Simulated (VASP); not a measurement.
# Re (Im-3m) in VASP: relaxation of cell and atoms with PBEsol

Aim: the relaxation of cell and atoms of Re with PBEsol.

Everything below comes from runs of VASP 6.6.1. Logs are shortened: lines on timing, memory, paths and dates and some standing lists are left out, and cuts for length are marked.

### 1 The cell of the first run

It takes space group Im-3m (No. 229, cubic). Conventional cell: a = 3.084 Å, b = 3.084 Å, c = 3.084 Å, α = 90.00°, β = 90.00°, γ = 90.00°. Re (site symmetry m-3m) has 14 Re at 2.67 to 3.08 Å within 3.5 Å.

This isn't the form of Re at room conditions, which is hcp.

### 2 Relaxation of cell and atoms, PBEsol

The input, INCAR:

```
SYSTEM = Re
PREC = Accurate ; ENCUT = 600
EDIFF = 1E-6 ; ISMEAR = 0
SIGMA = 0.1 ; LREAL = .FALSE.
LASPH = .TRUE. ; NELM = 80
ALGO = Normal ; ISIF = 3
LWAVE = .FALSE. ; LCHARG = .FALSE.
GGA = PS ; IBRION = 2
NSW = 80 ; EDIFFG = -0.01
```

The input, KPOINTS:

```
Automatic mesh
0
G
  20 20 20
  0 0 0
```

The input, POSCAR:

```
Re
1.0
   -1.5418587319      1.5418587319      1.5418587319
    1.5418587319     -1.5418587319      1.5418587319
    1.5418587319      1.5418587319     -1.5418587319
Re
1
Direct
    0.0000000000      0.0000000000      0.0000000000
```

Potentials or basis: VASP PAW PBE potentials, release 64 (Re).

Launch:

```console
> cat potpaw_PBE.64/Re/POTCAR > POTCAR
> mpirun -np 1 vasp_std > vasp.out
```

OUTCAR:

```text
SYSTEM = Re
   PREC = Accurate
   ENCUT = 600
   EDIFF = 1E-6
   ISMEAR = 0
   LREAL = .FALSE.
   LASPH = .TRUE.
   NELM = 80
   ISIF = 3
   GGA = PS
   IBRION = 2
   NSW = 80
   EDIFFG = -0.01

 ion  position               nearest neighbor table
   1  0.000  0.000  0.000-

  LATTYP: Found a body centered cubic cell.
 ALAT       =     3.0837174638

  Lattice vectors:

 A1 = (  -1.5418587319,   1.5418587319,   1.5418587319)
 A2 = (   1.5418587319,  -1.5418587319,   1.5418587319)
 A3 = (   1.5418587319,   1.5418587319,  -1.5418587319)

Analysis of symmetry for initial positions (statically):
=====================================================================
 Subroutine PRICEL returns:
 Original cell was already a primitive cell.

 Routine SETGRP: Setting up the symmetry group for a
 body centered cubic supercell.

 Subroutine GETGRP returns: Found 48 space group operations
 (whereof 48 operations were pure point group operations)
 out of a pool of 48 trial point group operations.

The static configuration has the point symmetry O_h .

Analysis of symmetry for dynamics (positions and initial velocities):
=====================================================================
 Subroutine PRICEL returns:
 Original cell was already a primitive cell.

 Routine SETGRP: Setting up the symmetry group for a
 body centered cubic supercell.

 Subroutine GETGRP returns: Found 48 space group operations
 (whereof 48 operations were pure point group operations)
 out of a pool of 48 trial point group operations.

The dynamic configuration has the point symmetry O_h .

 Subroutine INISYM returns: Found 48 space group operations
 (whereof 48 operations are pure point group operations),
 and found     1 'primitive' translations

----------------------------------------------------------------------------------------

                                     Primitive cell

  volume of cell :      14.6620

  direct lattice vectors                    reciprocal lattice vectors
    -1.541858732  1.541858732  1.541858732     0.000000000  0.324283924  0.324283924
     1.541858732 -1.541858732  1.541858732     0.324283924  0.000000000  0.324283924
     1.541858732  1.541858732 -1.541858732     0.324283924  0.324283924  0.000000000

  length of vectors
     2.670577662  2.670577662  2.670577662     0.458606724  0.458606724  0.458606724

  position of ions in fractional coordinates (direct lattice)
     0.000000000  0.000000000  0.000000000

  ion indices of the primitive-cell ions
   primitive index   ion index
                 1           1

----------------------------------------------------------------------------------------

 KPOINTS: Automatic mesh

Automatic generation of k-mesh.
 Grid dimensions read from file:
 generate k-points for:   20   20   20

 Generating k-lattice:

  Cartesian coordinates                     Fractional coordinates (reciprocal lattice)
     0.000000000  0.016214196  0.016214196     0.050000000  0.000000000  0.000000000
     0.016214196  0.000000000  0.016214196     0.000000000  0.050000000  0.000000000
     0.016214196  0.016214196  0.000000000     0.000000000  0.000000000  0.050000000

  Length of vectors
     0.022930336  0.022930336  0.022930336

  Shift w.r.t. Gamma in fractional coordinates (k-lattice)
     0.000000000  0.000000000  0.000000000

 Subroutine IBZKPT returns following result:
 ===========================================

 Found    256 irreducible k-points:

 Following reciprocal coordinates:
            Coordinates               Weight
  0.000000  0.000000  0.000000      1.000000
  0.050000  0.000000  0.000000     12.000000
  0.100000  0.000000  0.000000     12.000000
  0.150000  0.000000  0.000000     12.000000
  0.200000  0.000000  0.000000     12.000000
  0.250000  0.000000  0.000000     12.000000
[... 16 lines left out ...]
  0.200000  0.100000 -0.000000     48.000000
  0.250000  0.100000  0.000000     48.000000
 [... further k-points ...]
   k-points           NKPTS =    256   k-points in BZ     NKDIM =    256   number of bands    NBANDS=      7
   number of dos      NEDOS =    301   number of ions     NIONS =      1
   total plane-waves  NPLWV =  13824
   dimension x,y,z NGX =    24 NGY =   24 NGZ =   24
   dimension x,y,z NGXF=    48 NGYF=   48 NGZF=   48
   ions per type =               1
   NGX,Y,Z   is equivalent  to a cutoff of  14.94, 14.94, 14.94 a.u.
   NGXF,Y,Z  is equivalent  to a cutoff of  29.88, 29.88, 29.88 a.u.
 SYSTEM =  Re
   PREC   = accura    normal or accurate (medium, high low for compatibility)
   ISTART =      0    job   : 0-new  1-cont  2-samecut
   ICHARG =      2    charge: 1-file 2-atom 10-const
   ISPIN  =      1    spin polarized calculation?
   LNONCOLLINEAR =      F non collinear calculations
   LSORBIT =      F    spin-orbit coupling
   LASPH  =      T    aspherical Exc in radial PAW
   ENCUT  =  600.0 eV  44.10 Ry    6.64 a.u.   5.33  5.33  5.33*2*pi/ulx,y,z
   NELM   =     80;   NELMIN=  2; NELMDL= -5     # of ELM steps
   EDIFF  = 0.1E-05   stopping-criterion for ELM
   LREAL  =      F    real-space projection
   EDIFFG = -.1E-01   stopping-criterion for IOM
   NSW    =     80    number of steps for IOM
   IBRION =      2    ionic relax: 0-MD 1-quasi-New 2-CG
   NFREE  =      1    steps in history (QN), initial steepest desc. (CG)
   ISIF   =      3    stress and relaxation
   ISYM   =      2    0-nonsym 1-usesym 2-fastsym
   POTIM  = 0.5000    time-step for ionic-motion
   TEBEG  =    0.0;   TEEND  =   0.0 temperature during run
   PSTRESS=    0.0 pullay stress
   NELECT =       7.0000    total number of electrons
   NUPDOWN=      -1.0000    fix difference up-down
   EMIN   =  10.00;   EMAX   =-10.00  energy-range for DOS
   EFERMI =   0.00;   METHOD = LEGACY
   ISMEAR =     0;   SIGMA  =   0.10  broadening in eV -4-tet -1-fermi 0-gaus
   EFERMI_NEDOS =   21; number of points for ismear=-14 and -15
   IALGO  =     38    algorithm
   IMIX   =      4    mixing-type and parameters
     AMIX     =   0.40;   BMIX     =  1.00
     AMIX_MAG =   1.60;   BMIX_MAG =  1.00
  volume/ion in A,a.u.               =      14.66        98.94
  Fermi-wavevector in a.u.,A,eV,Ry     =   1.279508  2.417919 22.274644  1.637140
  Thomas-Fermi vector in A             =   2.411989
   LORBIT       =      0    0 simple, 1 ext, 2 COOP (PROOUT), +10 PAW based schemes
   GGA     = PS    functional components
   LHFCALC =     F    Hartree Fock is set to
   AEXX    =    0.0000 exact exchange contribution
   IVDW    =     0    specifies the selected vdW correction
   LEPSILON=     F    determine dielectric tensor
   LRPA    =     F    only Hartree local field effects (RPA)
 conjugate gradient relaxation of ions
 non-spin polarized calculation
 Gauss-broadening in eV      SIGMA  =   0.10
  energy-cutoff  :      600.00
  volume of cell :       14.66
 maximum number of plane-waves:       498
 NGX is ok and might be reduce to    24
   NGX = 11   NGY = 11   NGZ = 11

--------------------------------------- Ionic step        1  -------------------------------------------

 number of electron       7.0000001 magnetization

 Free energy of the ion-electron system (eV)
  ---------------------------------------------------
  ext. energy  EPLUGINS =         0.00000000
  ---------------------------------------------------
  free energy    TOTEN  =       -13.04850568 eV

  energy without entropy =      -13.04376368  energy(sigma->0) =      -13.04613468

------------------------ aborting loop because EDIFF is reached ----------------------------------------

  FORCE on cell =-STRESS in cart. coord.  units (eV):
  Direction    XX          YY          ZZ          XY          YZ          ZX
  --------------------------------------------------------------------------------------
  -------------------------------------------------------------------------------------
  Total        0.0533030      0.0533030      0.0533030     -0.0000000     -0.0000000      0.0000000
  in kB        5.8246343      5.8246343      5.8246343     -0.0000000     -0.0000000      0.0000000
  external PRESSURE =       5.8246343 kB  Pullay stress =       0.0000000 kB

 VOLUME and BASIS-vectors are now :
 -----------------------------------------------------------------------------
  energy-cutoff  :      600.00
  volume of cell :       14.66
      direct lattice vectors                 reciprocal lattice vectors
    -1.541858732  1.541858732  1.541858732     0.000000000  0.324283924  0.324283924
     1.541858732 -1.541858732  1.541858732     0.324283924  0.000000000  0.324283924
     1.541858732  1.541858732 -1.541858732     0.324283924  0.324283924  0.000000000
[... 36 lines left out ...]
 POSITION                                       TOTAL-FORCE (eV/Angst)
 -----------------------------------------------------------------------------------
      3.09165      0.00000      0.00000         0.000000     -0.000000      0.000000
 -----------------------------------------------------------------------------------
    total drift:                                0.000000      0.000000     -0.000000

  FREE ENERGIE OF THE ION-ELECTRON SYSTEM (eV)
  ---------------------------------------------------
  free  energy   TOTEN  =       -13.0478780421 eV

  energy  without entropy=      -13.0430796884  energy(sigma->0) =      -13.04547887

--------------------------------------- Ionic step        3  -------------------------------------------

 number of electron       7.0000000 magnetization

 Free energy of the ion-electron system (eV)
  ---------------------------------------------------
  ext. energy  EPLUGINS =         0.00000000
  ---------------------------------------------------
  free energy    TOTEN  =       -13.04854939 eV

  energy without entropy =      -13.04379630  energy(sigma->0) =      -13.04617284

 E-fermi :   8.6795     XC(G=0): -13.8323

 val. band max:        8.6715925680   @ k =   0.2000   0.0500  -0.0000
 cond. band min:       8.6812008840   @ k =  -0.3000   0.3000   0.0500
 fundamental gap:      0.0096083160
 Fermi energy:         8.6794670557

 k-point     1 :       0.0000    0.0000    0.0000
  band No.  band energies     occupation
      1      -2.1597      2.00000
      2       5.9474      2.00000
      3       5.9474      2.00000
      4       5.9474      2.00000
      5       9.4284      0.00000
      6       9.4284      0.00000
      7      24.2706      0.00000

 k-point     2 :       0.0500    0.0000    0.0000
  band No.  band energies     occupation
      1      -2.0356      2.00000
      2       5.8769      2.00000
      3       5.9369      2.00000
      4       6.0671      2.00000
      5       9.3196      0.00000
      6       9.4315      0.00000
      7      24.3693      0.00000
[... 201 lines left out ...]
 k-point    23 :       0.2000    0.1000   -0.0000
  band No.  band energies     occupation
      1       0.6169      2.00000
      2       4.7076      2.00000
      3       5.1560      2.00000
      4       8.5265      1.96950
      5       9.2988      0.00000
      6       9.8939      0.00000
      7      24.2132      0.00000

 k-point    24 :       0.2500    0.1000    0.0000
  band No.  band energies     occupation
      1       1.1831      2.00000
      2       4.3859      2.00000
      3       5.2938      2.00000
      4       8.7261      0.50922
      5      10.0072      0.00000
      6      10.4540      0.00000
      7      22.8960      0.00000

 [... further k-points ...]
[... 5 lines left out ...]
  --------------------------------------------------------------------------------------
  -------------------------------------------------------------------------------------
  Total        0.0031414      0.0031414      0.0031414      0.0000000     -0.0000000      0.0000000
  in kB        0.3427503      0.3427503      0.3427503      0.0000000     -0.0000000      0.0000000
  external PRESSURE =       0.3427503 kB  Pullay stress =       0.0000000 kB

 VOLUME and BASIS-vectors are now :
 -----------------------------------------------------------------------------
  energy-cutoff  :      600.00
  volume of cell :       14.68
      direct lattice vectors                 reciprocal lattice vectors
    -1.542645264  1.542645264  1.542645264     0.000000000  0.324118585  0.324118585
     1.542645264 -1.542645264  1.542645264     0.324118585  0.000000000  0.324118585
     1.542645264  1.542645264 -1.542645264     0.324118585  0.324118585  0.000000000

 POSITION                                       TOTAL-FORCE (eV/Angst)
 -----------------------------------------------------------------------------------
      0.00000      0.00000      0.00000         0.000000      0.000000      0.000000
 -----------------------------------------------------------------------------------
    total drift:                                0.000000      0.000000      0.000000

  FREE ENERGIE OF THE ION-ELECTRON SYSTEM (eV)
  ---------------------------------------------------
  free  energy   TOTEN  =       -13.0485493857 eV

  energy  without entropy=      -13.0437963026  energy(sigma->0) =      -13.04617284

 reached required accuracy - stopping structural energy minimisation
```

Run time: 62 s. Hardware: 1 thread of Intel Xeon 8259CL, shared host; peak memory 0.17 GiB.

Results:

```
Free energy                           : -13.0485 eV
Relaxed volume                        : 14.68 Å³/atom
Relaxed cell                          : a = 2.672 Å, b = 2.672 Å, c = 2.672 Å, α = 109.47°, β = 109.47°, γ = 109.47°
Space group after relaxing (to 0.1 Å) : Im-3m (No. 229)
Energy gained by relaxing             : 0.0 meV/atom
Ionic steps                           : 3
Pressure after relaxing               : 0.0 GPa
Band gap on the k mesh                : zero (an odd number of electrons rules out a gap without spin polarisation)
```

Final structure:
```
Re
1.0
    -1.54265    1.54265    1.54265
     1.54265   -1.54265    1.54265
     1.54265    1.54265   -1.54265
Re
1
Direct
  0.00000 0.00000 0.00000
```

Caveat: the PAW data sets were made with another functional, which shifts forces and pressure a little; spin-orbit coupling is left out, which moves the levels of the heavy elements.
